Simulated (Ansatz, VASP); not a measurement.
PbO2 in VASP and in Ansatz

```
CELL_PARAMETERS angstrom
0.00000 2.66423 2.66423
2.66423 0.00000 2.66423
2.66423 2.66423 0.00000
ATOMIC_POSITIONS crystal
Pb 0.00000 0.00000 0.00000
O 0.25000 0.25000 0.25000
O 0.75000 0.75000 0.75000
```

Alike in both runs: task single point; functional PBEsol; k mesh 14 × 14 × 14; occupations gaussian, width 0.1 eV; no spin polarisation.

|  | VASP | Ansatz |
| --- | --- | --- |
| version | VASP 6.6.1 | Ansatz 0.2.0 |
| potentials or method | VASP PAW PBE potentials, release 64 (Pb_d, O), cutoff 520 eV | scalar-relativistic, plane waves, PAW |
| valence electrons in the cell | 26 | 26 |

|  | VASP | Ansatz | Ansatz less VASP |
| --- | --- | --- | --- |
| gap on the k mesh at the Fermi level (eV) | none | none | - |
| pressure (GPa) | 0.3 | 0.0 | -0.26 |

VASP's potentials were made for PBE, not for PBEsol. A gap of «none» marks a metal or a gap that the smearing closes. The functional is the same, so the differences come from potentials, cutoffs and numerics.

Neither program's run includes spin-orbit coupling.
